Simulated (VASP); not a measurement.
A run of VASP 6.6.1:

File INCAR:

```
SYSTEM = Re
PREC = Accurate ; ENCUT = 520
EDIFF = 1E-6 ; ISMEAR = -1
SIGMA = 0.1 ; LREAL = .False.
LASPH = .True. ; NELM = 80
ALGO = Normal ; ISIF = 2
LWAVE = .False. ; LCHARG = .False.
GGA = RE ; NBANDS = 14
```

Contents of KPOINTS:

```
Automatic mesh
0
Gamma
  11 11 11
  0 0 0
```

The input POSCAR:

```
Re
1.0
    0.0000000000      2.7574723178      2.7574723178
    2.7574723178      0.0000000000      2.7574723178
    2.7574723178      2.7574723178      0.0000000000
Re
2
Direct
    0.1250000000      0.1250000000      0.1250000000
    0.8750000000      0.8750000000      0.8750000000
```

Potentials or basis: VASP PAW PBE potentials, release 64 (Re).

Launch:

```sh
$ cat potpaw_PBE.64/Re/POTCAR > POTCAR
$ mpirun -np 1 vasp_std > vasp.out
```

Hardware: 1 thread of AMD EPYC 7R43 64-Core Processor (Zen 3), on a shared host.

Task: How long does it take, and how much memory?

Result: Run time: 44 s on 1 thread of AMD EPYC 7R43 64-Core Processor (Zen 3) (shared host), peak memory 0.14 GiB. Counts: scf iterations 12, k points 56.
